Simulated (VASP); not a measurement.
Zn5BiO: single point with PBE

The system is Zn5BiO.

```
Zn Bi O
1.0
     5.14072    0.00000    0.00000
     0.00000    5.14072    0.00000
     0.00000    0.00000    4.92421
Zn Bi O
5 1 1
Direct
  0.18290 0.68111 0.43557
  0.81710 0.31889 0.43557
  0.31889 0.18290 0.43557
  0.68111 0.81710 0.43557
  0.00000 0.00000 0.83212
  0.50000 0.50000 0.95867
  0.00000 0.00000 0.21629
```

* Program: VASP 6.6.1
* Task: single point
* Functional: PBE
* Potentials or basis: VASP PAW PBE potentials, release 64 (Zn, Bi_d, O)
* Cutoff: 520 eV
* k mesh: 4 × 4 × 3
* Occupations: gaussian, width 0.2 eV
* Spin: no spin polarisation

| Quantity | Value |
| --- | --- |
| Pressure | 0.2 GPa |
| Largest force | 0.083 eV/Å |

Forces on the atoms (eV/Å):
```
Zn   0.011 -0.018  0.008
Zn  -0.011  0.018  0.008
Zn   0.018  0.011  0.008
Zn  -0.018 -0.011  0.008
Zn   0.000  0.000 -0.083
Bi   0.000  0.000 -0.002
O    0.000  0.000  0.051
```

Stress tensor (GPa, compression positive):
```
0.17 0.00 0.00
0.00 0.17 0.00
0.00 0.00 0.27
```

Levels at points of the mesh, in eV from the Fermi level:
```
           k point  band 36  band 37  band 38  band 39  band 40  band 41  band 42  band 43  band 44  band 45
(0.00, 0.00, 0.00)    -4.23    -2.80    -2.35    -1.65    -1.65    -0.55     2.22     2.22     3.38     3.38
(0.50, 0.00, 0.00)    -4.47    -2.70    -2.22    -1.63    -1.48     0.75     0.94     1.26     2.87     3.44
(0.50, 0.50, 0.00)    -3.62    -2.53    -2.42    -2.42    -1.26     0.63     0.63     2.07     2.07     3.45
```

Wall time 2.3 min on 1 thread of AMD EPYC 7R13, with other jobs on the host, peak memory 0.24 GiB.

Caveat: the k points lie up to 0.43 Å⁻¹ apart; spin-orbit coupling is left out, which moves the levels of the heavy elements; an odd number of electrons without spin polarisation forces a metal; a magnetic or distorted state may lie lower.
